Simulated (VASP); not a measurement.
# C (Fmmm) in VASP: a series of runs, part 2 of 3

VASP 6.6.1. Earlier steps stand in the parts before.

## Step 3: Single point, PBE+D3(BJ)

Contents of INCAR:

```
ALGO = Normal
EDIFF = 1E-6
ENCUT = 520
GGA = PE
ISIF = 2
ISMEAR = 0
IVDW = 12
LASPH = True
LCHARG = False
LREAL = False
LWAVE = False
NBANDS = 11
NELM = 100
PREC = Accurate
SIGMA = 0.03
```

Contents of KPOINTS:

```
k-points
0
Gamma
  16 16 16
```

Contents of POSCAR:

```
C
1.0
    0.0000000000      2.1895892675      3.4862287771
    1.2648346047      0.0000000000      3.4862287771
    1.2648346047      2.1895892675      0.0000000000
C
2
Direct
    0.1666966007      0.8333033993      0.1666966007
    0.8333033993      0.1666966007      0.8333033993
```

Potentials or basis: VASP PAW PBE potentials, release 64 (C).

Run with:

```sh
$ cat potpaw_PBE.64/C/POTCAR > POTCAR
$ mpirun -np 1 vasp_std > vasp.out
```

OUTCAR:

```text
EDIFF = 1E-6
   ENCUT = 520
   GGA = PE
   ISIF = 2
   ISMEAR = 0
   IVDW = 12
   LASPH = True
   LREAL = False
   NELM = 100
   PREC = Accurate
 IVDW          = 12

 ion  position               nearest neighbor table
   1  0.167  0.833  0.167-   2 1.46   2 1.46   2 1.46
   2  0.833  0.167  0.833-   1 1.46   1 1.46   1 1.46

  LATTYP: Found a face centered orthorhombic cell.
 ALAT       =     2.5296692094
 B/A-ratio  =     1.7311269468
 C/A-ratio  =     2.7562724519

  Lattice vectors:

 A1 = (   0.0000000000,   2.1895892675,   3.4862287771)
 A2 = (   1.2648346047,   0.0000000000,   3.4862287771)
 A3 = (   1.2648346047,   2.1895892675,   0.0000000000)

Analysis of symmetry for initial positions (statically):
=====================================================================
 Subroutine PRICEL returns:
 Original cell was already a primitive cell.

 Routine SETGRP: Setting up the symmetry group for a
 face centered orthorhombic supercell.

 Subroutine GETGRP returns: Found  8 space group operations
 (whereof  8 operations were pure point group operations)
 out of a pool of  8 trial point group operations.

The static configuration has the point symmetry D_2h.

Analysis of symmetry for dynamics (positions and initial velocities):
=====================================================================
 Subroutine PRICEL returns:
 Original cell was already a primitive cell.

 Routine SETGRP: Setting up the symmetry group for a
 face centered orthorhombic supercell.

 Subroutine GETGRP returns: Found  8 space group operations
 (whereof  8 operations were pure point group operations)
 out of a pool of  8 trial point group operations.

The dynamic configuration has the point symmetry D_2h.

 Subroutine INISYM returns: Found  8 space group operations
 (whereof  8 operations are pure point group operations),
 and found     1 'primitive' translations

[... 121 lines left out ...]
   AEXX    =    0.0000 exact exchange contribution
   IVDW    =    12    specifies the selected vdW correction
   LEPSILON=     F    determine dielectric tensor
   LRPA    =     F    only Hartree local field effects (RPA)
 non-spin polarized calculation
 Gauss-broadening in eV      SIGMA  =   0.03
  energy-cutoff  :      520.00
  volume of cell :       19.31
 maximum number of plane-waves:       531
   NGX = 15   NGY = 13   NGZ =  9

 number of electron       8.0000000 magnetization

 Free energy of the ion-electron system (eV)
  ---------------------------------------------------
  ext. energy  EPLUGINS =         0.00000000
  ---------------------------------------------------
  free energy    TOTEN  =       -18.35392147 eV

  energy without entropy =      -18.35392147  energy(sigma->0) =      -18.35392147

 E-fermi :   3.8566     XC(G=0):  -9.9074

 val. band max:        3.6834741902   @ k =   0.4375  -0.1875   0.3125
 cond. band min:       3.9739092905   @ k =   0.0000   0.3125   0.3125
 fundamental gap:      0.2904351003
 Fermi energy:         3.8566255717

 k-point     1 :       0.0000    0.0000    0.0000
  band No.  band energies     occupation
      1     -15.1087      2.00000
      2      -2.3132      2.00000
      3       0.8674      2.00000
      4       0.8772      2.00000
      5       8.1842      0.00000
      6      11.7425      0.00000
      7      11.7963      0.00000
      8      14.4029      0.00000
      9      14.8062      0.00000
     10      25.5690      0.00000
     11      27.9760      0.00000
[... 309 lines left out ...]
 k-point    24 :      -0.0625    0.0625    0.0000
  band No.  band energies     occupation
      1     -14.7537      2.00000
      2      -1.9169      2.00000
      3      -0.4591      2.00000
      4       0.2206      2.00000
      5       8.6192      0.00000
      6      11.8006      0.00000
      7      13.1480      0.00000
      8      13.2363      0.00000
      9      15.6327      0.00000
     10      25.5594      0.00000
     11      26.6327      0.00000

 [... further k-points ...]

------------------------ aborting loop because EDIFF is reached ----------------------------------------

 Edisp (eV)   -0.29231

 E8    (eV) :    -0.0825

  FORCE on cell =-STRESS in cart. coord.  units (eV):
  Direction    XX          YY          ZZ          XY          YZ          ZX
  --------------------------------------------------------------------------------------
  -------------------------------------------------------------------------------------
  Total      -3.35460    -3.37248    -0.05930    -0.00000     0.00000     0.00000
  in kB    -278.33548  -279.81959    -4.92020    -0.00000     0.00000     0.00000
  external pressure =     -187.69 kB  Pullay stress =        0.00 kB

 VOLUME and BASIS-vectors are now :
 -----------------------------------------------------------------------------
  energy-cutoff  :      520.00
  volume of cell :       19.31
      direct lattice vectors                 reciprocal lattice vectors
     0.000000000  2.189589268  3.486228777    -0.395308603  0.228353330  0.143421454
     1.264834605  0.000000000  3.486228777     0.395308603 -0.228353330  0.143421454
     1.264834605  2.189589268  0.000000000     0.395308603  0.228353330 -0.143421454

 POSITION                                       TOTAL-FORCE (eV/Angst)
 -----------------------------------------------------------------------------------
      1.26483      0.72999      3.48623         0.000000     -0.020112      0.000000
      1.26483      3.64918      3.48623         0.000000      0.020112      0.000000
 -----------------------------------------------------------------------------------
    total drift:                                0.000000     -0.000000      0.000000

  FREE ENERGIE OF THE ION-ELECTRON SYSTEM (eV)
  ---------------------------------------------------
  free  energy   TOTEN  =       -18.6462357812 eV

  energy  without entropy=      -18.6462357812  energy(sigma->0) =      -18.64623578
```

OSZICAR:

```text
N       E                     dE             d eps       ncg     rms          rms(c)
DAV:   1     0.137833616359E+01    0.13783E+01   -0.40171E+03 13754   0.641E+02
DAV:   2    -0.187898029917E+02   -0.20168E+02   -0.19288E+02 18276   0.118E+02
DAV:   3    -0.192847553379E+02   -0.49495E+00   -0.49391E+00 17189   0.151E+01
DAV:   4    -0.192867750719E+02   -0.20197E-02   -0.20196E-02 16019   0.118E+00
DAV:   5    -0.192867831684E+02   -0.80966E-05   -0.80965E-05 17205   0.693E-02    0.571E+00
DAV:   6    -0.185792116940E+02    0.70757E+00   -0.59781E-01 15719   0.439E+00    0.334E+00
DAV:   7    -0.183509689311E+02    0.22824E+00   -0.69963E-01 16215   0.478E+00    0.883E-01
DAV:   8    -0.183539693874E+02   -0.30005E-02   -0.15597E-02 15215   0.783E-01    0.955E-02
DAV:   9    -0.183538429567E+02    0.12643E-03   -0.42326E-04 16624   0.130E-01    0.462E-02
DAV:  10    -0.183539219894E+02   -0.79033E-04   -0.12215E-04 15221   0.744E-02    0.226E-02
DAV:  11    -0.183539214652E+02    0.52419E-06   -0.54678E-06 16697   0.132E-02
   1 F= -.18646236E+02 E0= -.18646236E+02  d E =-.190342E-11
```

It took 39 s on 1 thread of Intel Xeon 6975P-C (Granite Rapids), shared host; peak memory 0.23 GiB.

Results:

```yaml
Free_energy: -18.6462 eV
Pressure: -18.8 GPa
Largest_force: 0.020 eV/Å
Dispersion_energy_per_atom: -0.146 eV
```

Forces in eV/Å, atoms in the order of the input:
```
C    0.000 -0.020  0.000
C    0.000  0.020  0.000
```

Stress tensor (GPa, compression positive):
```
-27.83   0.00   0.00
  0.00 -27.98   0.00
  0.00   0.00  -0.49
```

Caveat: the stress differs along the axes, from -28 to -0 GPa.

(Continued in part 3 of 3.)
